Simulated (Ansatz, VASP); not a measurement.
**One calculation of MnS, two programs**

```
Mn S
1.0
     0.00000    2.60450    2.60450
     2.60450    0.00000    2.60450
     2.60450    2.60450    0.00000
Mn S
1 1
Direct
  0.00000 0.00000 0.00000
  0.50000 0.50000 0.50000
```

Alike in both runs: task single point; functional PBE; k mesh 9 × 9 × 9; occupations fermi-dirac, width 0.15 eV; collinear spin.

|  | VASP | Ansatz |
| --- | --- | --- |
| version | VASP 6.6.1 | Ansatz 0.2.0 |
| potentials or method | VASP PAW PBE potentials, release 64 (Mn_pv, S), cutoff 520 eV | plane waves, PAW |
| valence electrons in the cell | 19 | 21 |

|  | VASP | Ansatz | Ansatz less VASP |
| --- | --- | --- | --- |
| pressure (GPa) | -3.4 | -3.4 | +0.02 |
| net moment per atom (μB) | 2.33 | 2.33 | -0.001 |
| size of the moment on the site where the two differ most (μB) | 4.22 | 4.17 | -0.048 |

Site moments also hang on the region over which each program counts them. With one functional, cell and mesh, what is left measures potentials, basis and numerics. VASP's potentials hold 19 valence electrons a cell and Ansatz's 21, so a difference there can come from the potentials and not from the codes.
